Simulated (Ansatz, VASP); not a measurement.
**Cu in VASP and in Ansatz**

```xyz
1
Lattice="-1.4212 1.4212 1.4174 1.4212 -1.4212 1.4174 1.4212 1.4212 -1.4174" Properties=species:S:1:pos:R:3 pbc="T T T"
Cu    0.0000    0.0000    0.0000
```

Change from the starting cell: strain -0.015 along x and y, +0.030 along z, atoms carried along.

Alike in both runs: task single point; functional r2SCAN; k mesh 24 × 24 × 24; occupations gaussian, width 0.15 eV; no spin polarisation.

|  | VASP | Ansatz |
| --- | --- | --- |
| version | VASP 6.6.1 | Ansatz 0.2.0 |
| potentials or method | VASP PAW PBE potentials, release 64 (Cu), cutoff 520 eV | scalar-relativistic, plane waves, PAW |
| valence electrons in the cell | 11 | 19 |

```csv
,VASP,Ansatz,Ansatz less VASP
gap on the k mesh at the Fermi level (eV),none,none,-
pressure (GPa),1.0,0.3,-0.71
```

VASP's potentials were made for PBE, not for r2SCAN. A gap of «none» marks a metal or a gap that the smearing closes. VASP's potentials hold 11 valence electrons a cell and Ansatz's 19, so a difference there can come from the potentials and not from the codes.
